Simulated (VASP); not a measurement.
Input of a VASP 6.6.1 run:

Contents of INCAR:

```
SYSTEM = C
PREC = Accurate ; ENCUT = 520
EDIFF = 1E-7 ; ISMEAR = 0
SIGMA = 0.1 ; LREAL = .False.
LASPH = .True. ; NELM = 80
ALGO = Normal ; ISIF = 2
LWAVE = .False. ; LCHARG = .False.
LDIPOL = .True. ; IDIPOL = 3
DIPOL = 0.5 0.5 0.500 ; GGA = PS
NBANDS = 31
```

Contents of KPOINTS:

```
regular mesh
0
Gamma
  15 15 1
  0 0 0
```

Contents of POSCAR:

```
C
1.0
    2.4591607850      0.0000000000      0.0000000000
   -1.2295803925      2.1291862897      0.0000000000
    0.0000000000      0.0000000000     29.6464232427
C
10
Direct
    0.0833204452      0.1666408905      0.2529816140
    0.4166795548      0.8333591095      0.2529816140
    0.5833204452      0.1666408905      0.3764896220
    0.9166795548      0.8333591095      0.3764896220
    0.0833204452      0.1666408905      0.5000000000
    0.4166795548      0.8333591095      0.5000000000
    0.5833204452      0.1666408905      0.6235080081
    0.9166795548      0.8333591095      0.6235080081
    0.0833204452      0.1666408905      0.7470183860
    0.4166795548      0.8333591095      0.7470183860
```

Potentials or basis: VASP PAW PBE potentials, release 64 (C).

Launch:

```sh
$ cat potpaw_PBE.64/C/POTCAR > POTCAR
$ mpirun -np 1 vasp_std > vasp.out
```

(1) What does it give for the band gap on the k mesh?

Results:

(1) zero (filled and empty bands touch).
